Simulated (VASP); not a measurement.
# PtSe (Fm-3m) in VASP: further runs

The runs below take PtSe through single point, with PBE.

All numbers are computed with VASP 6.6.1; they aren't measurements. Logs are shortened: lines on timing, memory, paths and dates and some standing lists are left out, and cuts for length are marked.

### 1 The cell of the first run

The structure is cubic, space group Fm-3m (No. 225). The conventional cell has a = 5.483 Å, b = 5.483 Å, c = 5.483 Å, α = 90.00°, β = 90.00°, γ = 90.00°. Pt (site symmetry m-3m) has 6 Se at 2.74 Å within 3.6 Å. Se (site symmetry m-3m) has 6 Pt at 2.74 Å within 3.6 Å.

### 2 Single point, PBE

INCAR

```
ALGO = Normal
EDIFF = 1E-6
ENCUT = 520
GGA = PE
ISIF = 2
ISMEAR = -1
LASPH = True
LCHARG = False
LREAL = False
LWAVE = False
NBANDS = 15
NELM = 80
PREC = Accurate
SIGMA = 0.05
```

KPOINTS

```
k-points
0
Gamma
  8 8 8
```

POSCAR

```
PtSe
1.0
    0.0000000000      2.7412846694      2.7412846694
    2.7412846694      0.0000000000      2.7412846694
    2.7412846694      2.7412846694      0.0000000000
Pt Se
1 1
Direct
    0.5000000000      0.5000000000      0.5000000000
    0.0000000000      0.0000000000      0.0000000000
```

Potentials or basis: VASP PAW PBE potentials, release 64 (Pt, Se).

On the command line:

```bash
> cat potpaw_PBE.64/Pt/POTCAR potpaw_PBE.64/Se/POTCAR > POTCAR
> mpirun -np 1 vasp_std > vasp.out
```

OUTCAR:

```text
EDIFF = 1E-6
   ENCUT = 520
   GGA = PE
   ISIF = 2
   ISMEAR = -1
   LASPH = True
   LREAL = False
   NELM = 80
   PREC = Accurate

 ion  position               nearest neighbor table
   1  0.500  0.500  0.500-   2 2.74   2 2.74   2 2.74   2 2.74   2 2.74   2 2.74
   2  0.000  0.000  0.000-   1 2.74   1 2.74   1 2.74   1 2.74   1 2.74   1 2.74

  LATTYP: Found a face centered cubic cell.
 ALAT       =     5.4825693388

  Lattice vectors:

 A1 = (   0.0000000000,   2.7412846694,   2.7412846694)
 A2 = (   2.7412846694,   0.0000000000,   2.7412846694)
 A3 = (   2.7412846694,   2.7412846694,   0.0000000000)

Analysis of symmetry for initial positions (statically):
=====================================================================
 Subroutine PRICEL returns:
 Original cell was already a primitive cell.

 Routine SETGRP: Setting up the symmetry group for a
 face centered cubic supercell.

 Subroutine GETGRP returns: Found 48 space group operations
 (whereof 48 operations were pure point group operations)
 out of a pool of 48 trial point group operations.

The static configuration has the point symmetry O_h .

Analysis of symmetry for dynamics (positions and initial velocities):
=====================================================================
 Subroutine PRICEL returns:
 Original cell was already a primitive cell.

 Routine SETGRP: Setting up the symmetry group for a
 face centered cubic supercell.

 Subroutine GETGRP returns: Found 48 space group operations
 (whereof 48 operations were pure point group operations)
 out of a pool of 48 trial point group operations.

The dynamic configuration has the point symmetry O_h .

 Subroutine INISYM returns: Found 48 space group operations
 (whereof 48 operations are pure point group operations),
 and found     1 'primitive' translations

----------------------------------------------------------------------------------------

                                     Primitive cell

  volume of cell :      41.1995

  direct lattice vectors                    reciprocal lattice vectors
     0.000000000  2.741284669  2.741284669    -0.182396234  0.182396234  0.182396234
     2.741284669  0.000000000  2.741284669     0.182396234 -0.182396234  0.182396234
     2.741284669  2.741284669  0.000000000     0.182396234  0.182396234 -0.182396234

  length of vectors
     3.876761958  3.876761958  3.876761958     0.315919544  0.315919544  0.315919544

  position of ions in fractional coordinates (direct lattice)
     0.500000000  0.500000000  0.500000000
     0.000000000  0.000000000  0.000000000

  ion indices of the primitive-cell ions
   primitive index   ion index
                 1           1
                 2           2

----------------------------------------------------------------------------------------

 KPOINTS: k-points

Automatic generation of k-mesh.
 Grid dimensions read from file:
 generate k-points for:    8    8    8

 Generating k-lattice:

  Cartesian coordinates                     Fractional coordinates (reciprocal lattice)
    -0.022799529  0.022799529  0.022799529     0.125000000  0.000000000  0.000000000
     0.022799529 -0.022799529  0.022799529     0.000000000  0.125000000  0.000000000
     0.022799529  0.022799529 -0.022799529     0.000000000  0.000000000  0.125000000

  Length of vectors
     0.039489943  0.039489943  0.039489943

  Shift w.r.t. Gamma in fractional coordinates (k-lattice)
     0.000000000  0.000000000  0.000000000

 Subroutine IBZKPT returns following result:
 ===========================================

 Found     29 irreducible k-points:

 Following reciprocal coordinates:
            Coordinates               Weight
  0.000000  0.000000  0.000000      1.000000
  0.125000  0.000000  0.000000      8.000000
  0.250000  0.000000  0.000000      8.000000
  0.375000  0.000000  0.000000      8.000000
  0.500000  0.000000  0.000000      4.000000
  0.125000  0.125000  0.000000      6.000000
[... 16 lines left out ...]
  0.500000  0.250000  0.125000     48.000000
 -0.375000  0.250000  0.125000     24.000000
 [... further k-points ...]
   k-points           NKPTS =     29   k-points in BZ     NKDIM =     29   number of bands    NBANDS=     15
   number of dos      NEDOS =    301   number of ions     NIONS =      2
   total plane-waves  NPLWV =  27000
   dimension x,y,z NGX =    30 NGY =   30 NGZ =   30
   dimension x,y,z NGXF=    60 NGYF=   60 NGZF=   60
   ions per type =               1   1
   NGX,Y,Z   is equivalent  to a cutoff of  12.86, 12.86, 12.86 a.u.
   NGXF,Y,Z  is equivalent  to a cutoff of  25.73, 25.73, 25.73 a.u.
 SYSTEM =  unknown system
   PREC   = accura    normal or accurate (medium, high low for compatibility)
   ISTART =      0    job   : 0-new  1-cont  2-samecut
   ICHARG =      2    charge: 1-file 2-atom 10-const
   ISPIN  =      1    spin polarized calculation?
   LNONCOLLINEAR =      F non collinear calculations
   LSORBIT =      F    spin-orbit coupling
   LASPH  =      T    aspherical Exc in radial PAW
   ENCUT  =  520.0 eV  38.22 Ry    6.18 a.u.   7.21  7.21  7.21*2*pi/ulx,y,z
   NELM   =     80;   NELMIN=  2; NELMDL= -5     # of ELM steps
   EDIFF  = 0.1E-05   stopping-criterion for ELM
   LREAL  =      F    real-space projection
   EDIFFG = 0.1E-04   stopping-criterion for IOM
   NSW    =      0    number of steps for IOM
   IBRION =     -1    ionic relax: 0-MD 1-quasi-New 2-CG
   NFREE  =      0    steps in history (QN), initial steepest desc. (CG)
   ISIF   =      2    stress and relaxation
   ISYM   =      2    0-nonsym 1-usesym 2-fastsym
   POTIM  = 0.5000    time-step for ionic-motion
   TEBEG  =    0.0;   TEEND  =   0.0 temperature during run
   PSTRESS=    0.0 pullay stress
   NELECT =      16.0000    total number of electrons
   NUPDOWN=      -1.0000    fix difference up-down
   EMIN   =  10.00;   EMAX   =-10.00  energy-range for DOS
   EFERMI =   0.00;   METHOD = LEGACY
   ISMEAR =    -1;   SIGMA  =   0.05  broadening in eV -4-tet -1-fermi 0-gaus
   EFERMI_NEDOS =   21; number of points for ismear=-14 and -15
   IALGO  =     38    algorithm
   IMIX   =      4    mixing-type and parameters
     AMIX     =   0.40;   BMIX     =  1.00
     AMIX_MAG =   1.60;   BMIX_MAG =  1.00
  volume/ion in A,a.u.               =      20.60       139.01
  Fermi-wavevector in a.u.,A,eV,Ry     =   1.194402  2.257093 19.410034  1.426597
  Thomas-Fermi vector in A             =   2.330393
   LORBIT       =      0    0 simple, 1 ext, 2 COOP (PROOUT), +10 PAW based schemes
   GGA     = PE    functional components
[... 5 lines left out ...]
 non-spin polarized calculation
  energy-cutoff  :      520.00
  volume of cell :       41.20
 maximum number of plane-waves:      1124
 NGX is ok and might be reduce to    30
   NGX = 15   NGY = 15   NGZ = 15

 number of electron      15.9999999 magnetization

 Free energy of the ion-electron system (eV)
  ---------------------------------------------------
  ext. energy  EPLUGINS =         0.00000000
  ---------------------------------------------------
  free energy    TOTEN  =        -9.49270004 eV

  energy without entropy =       -9.48419785  energy(sigma->0) =       -9.48844895

 E-fermi :   6.0224     XC(G=0): -10.9206

 val. band max:        5.9834079285   @ k =   0.5000   0.5000   0.0000
 cond. band min:       6.0746812509   @ k =   0.5000   0.3750   0.1250
 fundamental gap:      0.0912733224
 Fermi energy:         6.0223903998

 k-point     1 :       0.0000    0.0000    0.0000
  band No.  band energies     occupation
      1      -8.3804      2.00000
      2       3.3794      2.00000
      3       3.3794      2.00000
      4       3.4110      2.00000
      5       3.4110      2.00000
      6       3.4110      2.00000
      7       4.7279      2.00000
      8       4.7279      2.00000
      9       4.7279      2.00000
     10       6.7494      0.00000
     11      16.1071      0.00000
     12      17.0396      0.00000
     13      17.0396      0.00000
     14      17.0396      0.00000
     15      18.4680      0.00000

 k-point     2 :       0.1250    0.0000    0.0000
  band No.  band energies     occupation
      1      -8.2377      2.00000
      2       2.7394      2.00000
      3       2.7663      2.00000
      4       2.7663      2.00000
      5       3.5104      2.00000
      6       3.5104      2.00000
      7       4.1669      2.00000
      8       5.5213      1.99991
      9       5.5213      1.99991
     10       8.0933      0.00000
     11      14.8435      0.00000
     12      16.2666      0.00000
     13      16.2666      0.00000
     14      17.0195      0.00000
     15      18.0231      0.00000

 k-point     3 :       0.2500    0.0000    0.0000
  band No.  band energies     occupation
      1      -7.8558      2.00000
      2       1.1363      2.00000
      3       1.9963      2.00000
      4       1.9963      2.00000
      5       3.7762      2.00000
      6       3.7762      2.00000
      7       4.1900      2.00000
      8       6.7720      0.00000
      9       6.7720      0.00000
     10       9.7501      0.00000
     11      13.1867      0.00000
     12      14.4898      0.00000
     13      14.4898      0.00000
     14      17.2627      0.00000
     15      18.2348      0.00000
[... 343 lines left out ...]
 k-point    23 :       0.5000    0.2500    0.1250
  band No.  band energies     occupation
      1      -7.3061      2.00000
      2       0.1210      2.00000
      3       1.4968      2.00000
      4       1.8089      2.00000
      5       3.8731      2.00000
      6       4.2082      2.00000
      7       4.5313      2.00000
      8       5.6457      1.99893
      9       7.3299      0.00000
     10      10.3385      0.00000
     11      11.8267      0.00000
     12      14.0371      0.00000
     13      14.8052      0.00000
     14      17.7745      0.00000
     15      20.3114      0.00000

 k-point    24 :      -0.3750    0.2500    0.1250
  band No.  band energies     occupation
      1      -7.1614      2.00000
      2      -0.0596      2.00000
      3       1.4084      2.00000
      4       1.5095      2.00000
      5       4.0922      2.00000
      6       4.1754      2.00000
      7       4.4845      2.00000
      8       6.2760      0.01246
      9       6.7806      0.00000
     10      10.7636      0.00000
     11      11.3700      0.00000
     12      14.1867      0.00000
     13      14.7176      0.00000
     14      18.5195      0.00000
     15      19.6462      0.00000

 [... further k-points ...]
[... 5 lines left out ...]
  --------------------------------------------------------------------------------------
  -------------------------------------------------------------------------------------
  Total       -2.8135456     -2.8135456     -2.8135456      0.0000000      0.0000000      0.0000000
  in kB     -109.4138072   -109.4138072   -109.4138072      0.0000000      0.0000000      0.0000000
  external PRESSURE =    -109.4138072 kB  Pullay stress =       0.0000000 kB

 VOLUME and BASIS-vectors are now :
 -----------------------------------------------------------------------------
  energy-cutoff  :      520.00
  volume of cell :       41.20
      direct lattice vectors                 reciprocal lattice vectors
     0.000000000  2.741284669  2.741284669    -0.182396234  0.182396234  0.182396234
     2.741284669  0.000000000  2.741284669     0.182396234 -0.182396234  0.182396234
     2.741284669  2.741284669  0.000000000     0.182396234  0.182396234 -0.182396234

 POSITION                                       TOTAL-FORCE (eV/Angst)
 -----------------------------------------------------------------------------------
      2.74128      2.74128      2.74128        -0.000000     -0.000000     -0.000000
      0.00000      0.00000      0.00000         0.000000      0.000000      0.000000
 -----------------------------------------------------------------------------------
    total drift:                                0.000000     -0.000000      0.000000

  FREE ENERGIE OF THE ION-ELECTRON SYSTEM (eV)
  ---------------------------------------------------
  free  energy   TOTEN  =        -9.4927000370 eV

  energy  without entropy=       -9.4841978541  energy(sigma->0) =       -9.48844895
```

It took 16 s on 1 thread of Intel Xeon Platinum 8259CL at 2.50GHz (Skylake/Cascade Lake), shared host; peak memory 0.17 GiB.

Results:

| Property | Result |
| --- | --- |
| Free energy | -9.4927 eV |
| Pressure | -10.9 GPa |
| Band gap on the k mesh | zero (band 8 reaches 8.42 eV, above the bottom of band 9 at 4.67 eV) |

Caveat: spin-orbit coupling is left out, which moves the levels of the heavy elements.

### 3 Single point, PBE

This run uses another cell than the first one, of 21.04 Å³/atom, 1.021 times its volume.

INCAR

```
ALGO = Normal
EDIFF = 1E-6
ENCUT = 520
GGA = PE
ISIF = 2
ISMEAR = -1
LASPH = T
LCHARG = F
LREAL = F
LWAVE = F
NBANDS = 15
NELM = 100
PREC = Accurate
SIGMA = 0.05
```

KPOINTS is that of step 2.

POSCAR

```
PtSe
1.0
    0.0000000000      2.7605901271      2.7605901271
    2.7605901271      0.0000000000      2.7605901271
    2.7605901271      2.7605901271      0.0000000000
Pt Se
1 1
Direct
    0.5000000000      0.5000000000      0.5000000000
    0.0000000000      0.0000000000      0.0000000000
```

Potentials or basis: VASP PAW PBE potentials, release 64 (Pt, Se).

On the command line:

```bash
> cat potpaw_PBE.64/Pt/POTCAR potpaw_PBE.64/Se/POTCAR > POTCAR
> mpirun -np 1 vasp_std > vasp.out
```

OUTCAR:

```text
EDIFF = 1E-6
   ENCUT = 520
   GGA = PE
   ISIF = 2
   ISMEAR = -1
   LASPH = T
   LREAL = F
   NELM = 100
   PREC = Accurate

 ion  position               nearest neighbor table
   1  0.500  0.500  0.500-   2 2.76   2 2.76   2 2.76   2 2.76   2 2.76   2 2.76
   2  0.000  0.000  0.000-   1 2.76   1 2.76   1 2.76   1 2.76   1 2.76   1 2.76

  LATTYP: Found a face centered cubic cell.
 ALAT       =     5.5211802542

  Lattice vectors:

 A1 = (   0.0000000000,   2.7605901271,   2.7605901271)
 A2 = (   2.7605901271,   0.0000000000,   2.7605901271)
 A3 = (   2.7605901271,   2.7605901271,   0.0000000000)

Analysis of symmetry for initial positions (statically):
=====================================================================
 Subroutine PRICEL returns:
 Original cell was already a primitive cell.

 Routine SETGRP: Setting up the symmetry group for a
 face centered cubic supercell.

 Subroutine GETGRP returns: Found 48 space group operations
 (whereof 48 operations were pure point group operations)
 out of a pool of 48 trial point group operations.

[... 166 lines left out ...]
 fundamental gap:      0.0812046336
 Fermi energy:         5.7436089425

 k-point     1 :       0.0000    0.0000    0.0000
  band No.  band energies     occupation
      1      -8.5091      2.00000
      2       3.1959      2.00000
      3       3.1959      2.00000
      4       3.2337      2.00000
      5       3.2337      2.00000
      6       3.2337      2.00000
      7       4.4856      2.00000
      8       4.4856      2.00000
      9       4.4856      2.00000
     10       6.3799      0.00001
     11      15.8788      0.00000
     12      16.6918      0.00000
     13      16.6918      0.00000
     14      16.6918      0.00000
[... 401 lines left out ...]
      2      -0.1736      2.00000
      3       1.2676      2.00000
      4       1.3628      2.00000
      5       3.8817      2.00000
      6       3.9651      2.00000
      7       4.2608      2.00000
      8       5.9892      0.01460
      9       6.4975      0.00000
     10      10.3855      0.00000
     11      11.0883      0.00000
     12      13.8515      0.00000
     13      14.3676      0.00000
     14      18.1823      0.00000
     15      19.2162      0.00000

 [... further k-points ...]
[... 5 lines left out ...]
  --------------------------------------------------------------------------------------
  -------------------------------------------------------------------------------------
  Total       -3.2429651     -3.2429651     -3.2429651      0.0000000      0.0000000      0.0000000
  in kB     -123.4858139   -123.4858139   -123.4858139      0.0000000      0.0000000      0.0000000
  external PRESSURE =    -123.4858139 kB  Pullay stress =       0.0000000 kB

 VOLUME and BASIS-vectors are now :
 -----------------------------------------------------------------------------
  energy-cutoff  :      520.00
  volume of cell :       42.08
      direct lattice vectors                 reciprocal lattice vectors
     0.000000000  2.760590127  2.760590127    -0.181120694  0.181120694  0.181120694
     2.760590127  0.000000000  2.760590127     0.181120694 -0.181120694  0.181120694
     2.760590127  2.760590127  0.000000000     0.181120694  0.181120694 -0.181120694

 POSITION                                       TOTAL-FORCE (eV/Angst)
 -----------------------------------------------------------------------------------
      2.76059      2.76059      2.76059        -0.000000     -0.000000     -0.000000
      0.00000      0.00000      0.00000         0.000000      0.000000      0.000000
 -----------------------------------------------------------------------------------
    total drift:                                0.000000     -0.000000      0.000000

  FREE ENERGIE OF THE ION-ELECTRON SYSTEM (eV)
  ---------------------------------------------------
  free  energy   TOTEN  =        -9.4291690310 eV

  energy  without entropy=       -9.4200266705  energy(sigma->0) =       -9.42459785
```

stdout:

```text
POSCAR found type information on POSCAR PtSe
 POSCAR found :  2 types and       2 ions
 scaLAPACK will be used
 LDA part: xc-table for (Slater+PW92), standard interpolation
 POSCAR, INCAR and KPOINTS ok, starting setup
 FFT: planning ... GRIDC
 FFT: planning ... GRID_SOFT
 FFT: planning ... GRID
 WAVECAR not read
 entering main loop
```

It took 16 s on 1 thread of Intel Xeon Platinum 8259CL at 2.50GHz (Skylake/Cascade Lake), shared host; peak memory 0.18 GiB.

Results:

| Item | Value |
| --- | --- |
| Free energy | -9.4292 eV |
| Pressure | -12.3 GPa |
| Band gap on the k mesh | zero (band 8 reaches 8.06 eV, above the bottom of band 9 at 4.42 eV) |

Levels at points of the mesh, in eV from the Fermi level:
```
           k point  band 5  band 6  band 7  band 8  band 9  band 10  band 11  band 12
(0.00, 0.00, 0.00)   -2.51   -2.51   -1.26   -1.26   -1.26     0.64    10.14    10.95
(0.50, 0.00, 0.00)   -1.75   -1.75   -1.39    2.32    2.32     3.47     6.27     6.27
(0.50, 0.50, 0.00)   -2.66   -2.17   -1.49   -1.49   -1.13    -0.04     8.13    10.56
```

Caveat: spin-orbit coupling is left out, which moves the levels of the heavy elements.

[end of part 1 of 2]
